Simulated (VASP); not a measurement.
Write the native input for VASP 6.6.1 that does the following.

- Task: relaxation of cell and atoms
- Functional: PBE
- Potentials or basis: VASP PAW PBE potentials, release 64 (Zr_sv, F, Ba_sv, Be)
- Cutoff: 600 eV
- k mesh: 1 × 1 × 2, shifted
- Occupations: gaussian, width 0.1 eV
- Spin: no spin polarisation
- Dipole correction: no
- Further INCAR settings: LREAL = Auto; ALGO = Normal; EDIFF = 1e-06; ISYM = 0; IBRION = 2; EDIFFG = -0.04; NSW = 90; ISIF = 3

The structure of BaZrBe3F12 lies in POSCAR:

```
BaZrBe3F12
1.0
    6.2858920000     -0.0721330000      0.0901150000
   -0.0721330000      6.3112050000      0.0957760000
    0.0901150000      0.0957760000      6.0782540000
Zr F Ba Be
1 12 1 3
Direct
    0.7133521885      0.8806312748      0.9067898811
    0.4725284015      0.1543897409      0.6313727260
    0.6702013389      0.8681790056      0.5585799632
    0.3693868555      0.8104384381      0.9330645743
    0.1524624442      0.2468262325      0.1357645487
    0.0884804577      0.0288928071      0.5228776678
    0.6265588544      0.6452626727      0.1415126855
    0.7831481438      0.2418884839      0.3274540790
    0.7998059873      0.1964358059      0.8664771704
    0.9218956701      0.9152406737      0.1599247147
    0.4800559895      0.0100933106      0.2286458747
    0.2594877985      0.6595753596      0.3594346049
    0.9169910479      0.6830721379      0.7905701920
    0.1759525955      0.3956091370      0.7090223051
    0.0131486731      0.1062869140      0.2987612837
    0.4030582945      0.7602298527      0.1975250935
    0.6043377061      0.0872490937      0.4344863333
```

The input as run:

INCAR

```
PREC = Accurate
ENCUT = 600
EDIFF = 1E-6
ISMEAR = 0
SIGMA = 0.1
LREAL = Auto
LASPH = T
NELM = 80
ALGO = Normal
ISIF = 3
LWAVE = F
LCHARG = F
GGA = PE
IBRION = 2
NSW = 90
EDIFFG = -0.04
ISYM = 0
```

KPOINTS

```
Automatic mesh
0
Gamma
  1 1 2
  0 0 0.5
```

Potentials or basis: VASP PAW PBE potentials, release 64 (Zr_sv, F, Ba_sv, Be).

Command:

```bash
$ cat potpaw_PBE.64/Zr_sv/POTCAR potpaw_PBE.64/F/POTCAR potpaw_PBE.64/Ba_sv/POTCAR potpaw_PBE.64/Be/POTCAR > POTCAR
$ mpirun -np 1 vasp_std > vasp.out
```

It gave:

```yaml
Relaxed_volume: 16.03 Å³/atom
Relaxed_cell: a = 7.107 Å, b = 6.362 Å, c = 6.102 Å, α = 87.65°, β = 83.18°, γ = 94.78°
Space_group_after_relaxing_to_0.05_Å: P1 (No. 1)
Energy_gained_by_relaxing: 83.8 meV/atom
Ionic_steps: 46
Pressure_after_relaxing: 0.0 GPa
Largest_force_after_relaxing: 0.035 eV/Å
Band_gap_on_the_k_mesh: 5.74 eV
```

Caveat: the k points lie up to 0.99 Å⁻¹ apart in the final cell; spin-orbit coupling is left out, which moves the levels of the heavy elements.

Wall time 19 min on 1 thread of Intel(R) Xeon(R) Platinum 8259CL CPU @ 2.50GHz (Skylake/Cascade Lake), with other jobs on the host, peak memory 0.38 GiB.
